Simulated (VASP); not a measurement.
Input of a VASP 6.6.1 run:

The input INCAR:

```
SYSTEM = Ba2Ho3Te
PREC = Accurate ; ENCUT = 500
EDIFF = 1E-6 ; ISMEAR = 0
SIGMA = 0.2 ; LREAL = .FALSE.
LASPH = .TRUE. ; NELM = 200
ALGO = Normal ; ISIF = 2
LWAVE = .FALSE. ; LCHARG = .FALSE.
GGA = PE ; NBANDS = 36
GGA_COMPAT = .FALSE. ; LMAXMIX = 6
```

KPOINTS

```
Automatic mesh
0
G
  4 4 2
  0 0 0
```

POSCAR

```
Ba2Ho3Te
1.0
    6.3235414047      0.0000000000      0.0000000000
   -3.1617707024      5.4763474984      0.0000000000
    0.0000000000      0.0000000000     11.3394695913
Ba Ho Te
2 3 1
Direct
    0.0000000000      0.0000000000      0.2853185437
    0.0000000000      0.0000000000      0.7146814563
    0.5000000000      0.0000000000      0.0000000000
    0.0000000000      0.5000000000      0.0000000000
    0.5000000000      0.5000000000      0.0000000000
    0.0000000000      0.0000000000      0.0000000000
```

Potentials or basis: VASP PAW PBE potentials, release 64 (Ba_sv, Ho_3, Te), 4f in core.

The run is started by

```console
$ cat potpaw_PBE.64/Ba_sv/POTCAR potpaw_PBE.64/Ho_3/POTCAR potpaw_PBE.64/Te/POTCAR > POTCAR
$ mpirun -np 1 vasp_std > vasp.out
```

(1) What does it give for the band gap on the k mesh?

(2) Estimate the largest force.

(3) Predict the pressure.

Results:

(1) zero (an odd number of electrons rules out a gap without spin polarisation).

(2) 0.087 eV/Å.

(3) 0.2 GPa.

Caveat: spin-orbit coupling is left out, which moves the levels of the heavy elements; the 4f electrons are frozen in the core, so they carry no moment and show no levels.
